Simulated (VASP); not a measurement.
The system is HfO2.

```
Hf O
1.0
     0.00000    2.55750    2.55750
     2.55750    0.00000    2.55750
     2.55750    2.55750    0.00000
Hf O
1 2
Direct
  0.00000 0.00000 0.00000
  0.25000 0.25000 0.25000
  0.75000 0.75000 0.75000
```

Program: VASP 6.6.1. Alike in all runs: task single point; no spin polarisation; cell as given; k mesh 6 × 6 × 6; smearing methfessel-paxton 0.05 eV.

Problem. Order these runs on this cell by their pressure, lowest first.
A. level BLYP; potentials or basis VASP PAW PBE potentials, release 64 (Hf_pv, O); cutoff (eV) 600
B. level revPBE; potentials or basis VASP PAW PBE potentials, release 64 (Hf_pv, O); cutoff (eV) 600
C. level r2SCAN; potentials or basis VASP PAW PBE potentials, release 64 (Hf_pv, O); cutoff (eV) 660
D. level LDA; potentials or basis VASP PAW LDA potentials, release 64 (Hf_pv, O); cutoff (eV) 600

Solution. D (-19.6 GPa), C (-12.4 GPa), B (-2.7 GPa), A (0.9 GPa).

Caveats: the PAW data sets were made with another functional, which shifts forces and pressure a little (some runs).
